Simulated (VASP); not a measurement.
Set up this calculation in VASP 6.6.1, as the native input.

```
Task                   : single point
Functional             : revPBE
Potentials or basis    : VASP PAW PBE potentials, release 64 (Cs_sv)
Cutoff                 : 520 eV
k mesh                 : 7 × 7 × 7
Occupations            : fermi-dirac, width 0.1 eV
Spin                   : no spin polarisation
Dipole correction      : no
Further INCAR settings : ALGO = Normal; EDIFF = 1e-06; NBANDS = 10
```

The structure of Cs lies in POSCAR:

```
Cs
1.0
    5.2685790516      0.0000000000      0.0000000000
    0.0000000000      5.2685790516      0.0000000000
    0.0000000000      0.0000000000      5.2685790516
Cs
1
Direct
    0.0000000000      0.0000000000      0.0000000000
```

This isn't the form of Cs at room conditions, which is bcc.

The input as run:

INCAR

```
PREC = Accurate ; ENCUT = 520
EDIFF = 1E-6 ; ISMEAR = -1
SIGMA = 0.1 ; LREAL = F
LASPH = T ; NELM = 80
ALGO = Normal ; ISIF = 2
LWAVE = F ; LCHARG = F
GGA = RE ; NBANDS = 10
```

KPOINTS

```
regular mesh
0
Gamma
  7 7 7
```

Potentials or basis: VASP PAW PBE potentials, release 64 (Cs_sv).

Run with:

```console
$ cat potpaw_PBE.64/Cs_sv/POTCAR > POTCAR
$ mpirun -np 1 vasp_std > vasp.out
```

Results of the run:

```json
{"Pressure": "0.0 GPa", "Band gap on the k mesh": "zero (an odd number of electrons rules out a gap without spin polarisation)"}
```

Caveat: the PAW data sets were made with another functional, which shifts forces and pressure a little; spin-orbit coupling is left out, which moves the levels of the heavy elements.

Run time: 29 s on 1 thread of Intel Xeon 8259CL (shared host), peak memory 0.24 GiB.
